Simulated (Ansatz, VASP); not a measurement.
# MgB: VASP beside Ansatz

File INCAR:

```
SYSTEM = MgB
ALGO     = Normal         ! electronic algorithm
EDIFF    = 1E-6           ! SCF threshold, eV
EDIFFG   = -0.04          ! ionic threshold
ENCUT    = 600            ! plane-wave cutoff, eV
GGA      = PE             ! functional
IBRION   = 2              ! ionic algorithm
ISIF     = 3              ! what is computed and relaxed
ISMEAR   = 0              ! smearing method
LASPH    = .TRUE.         ! aspherical terms in the spheres
LCHARG   = .FALSE.        ! write CHGCAR
LREAL    = .FALSE.        ! projectors in reciprocal space
LWAVE    = .FALSE.        ! write WAVECAR
NELM     = 100            ! most SCF steps
NSW      = 90             ! ionic steps
PREC     = Accurate       ! precision mode
SIGMA    = 0.1            ! smearing width, eV
```

Contents of KPOINTS:

```
k-points
0
G
  4 4 4
  0 0 0
```

The input POSCAR:

```
MgB
1.0
    4.5261420797      0.0000000000      0.0000000000
    0.0000000000      4.5261420797      0.0000000000
    0.0000000000      0.0000000000      4.5261420797
Mg B
4 4
Direct
    0.1340000000      0.1340000000      0.1340000000
    0.3660000000      0.8660000000      0.6340000000
    0.6340000000      0.3660000000      0.8660000000
    0.8660000000      0.6340000000      0.3660000000
    0.8445000000      0.8445000000      0.8445000000
    0.6555000000      0.1555000000      0.3445000000
    0.3445000000      0.6555000000      0.1555000000
    0.1555000000      0.3445000000      0.6555000000
```

Input for Ansatz:

```yaml
crystal:
  lattice:
    - [4.5261420797, 0.0, 0.0]
    - [0.0, 4.5261420797, 0.0]
    - [0.0, 0.0, 4.5261420797]
  atoms:
    - { symbol: Mg, position: [0.134, 0.134, 0.134] }
    - { symbol: Mg, position: [0.366, 0.866, 0.634] }
    - { symbol: Mg, position: [0.634, 0.366, 0.866] }
    - { symbol: Mg, position: [0.866, 0.634, 0.366] }
    - { symbol: B, position: [0.8445, 0.8445, 0.8445] }
    - { symbol: B, position: [0.6555, 0.1555, 0.3445] }
    - { symbol: B, position: [0.3445, 0.6555, 0.1555] }
    - { symbol: B, position: [0.1555, 0.3445, 0.6555] }
basis:
  ecutwfc: 420
kpoints:
  mp_grid: { grid: [4, 4, 4] }
hamiltonian:
  xc: pbe
scf:
  occupations: { method: gaussian, width: 0.1 }
  lower_state_search: "off"
output:
  forces: true
  stress: true
  eigenvalues: true
relax:
  adjacent_minimum: "off"
  f_tol: 0.04
  max_steps: 70
  cell: { stress_tol: 0.4 }
```

Alike in both runs: task relaxation of cell and atoms; functional PBE; k mesh 4 × 4 × 4; occupations gaussian, width 0.1 eV; no spin polarisation.

|  | VASP | Ansatz |
| --- | --- | --- |
| version | VASP 6.6.1 | Ansatz 0.2.0 |
| potentials or method | VASP PAW PBE potentials, release 64 (Mg, B), cutoff 600 eV | scalar-relativistic, plane waves, PAW |
| valence electrons in the cell | 20 | 52 |

```tsv
	VASP	Ansatz	Ansatz less VASP
gap on the k mesh at the Fermi level, each at its own relaxed structure (eV)	none	none	-
relaxed volume (Å³/atom)	13.18	13.14	-0.033
relaxed cell length with the largest relative difference (Å)	4.724	4.720	-0.0040
```

A gap of «none» marks a metal or a gap that the smearing closes. VASP's potentials hold 20 valence electrons a cell and Ansatz's 52, so a difference there can come from the potentials and not from the codes.
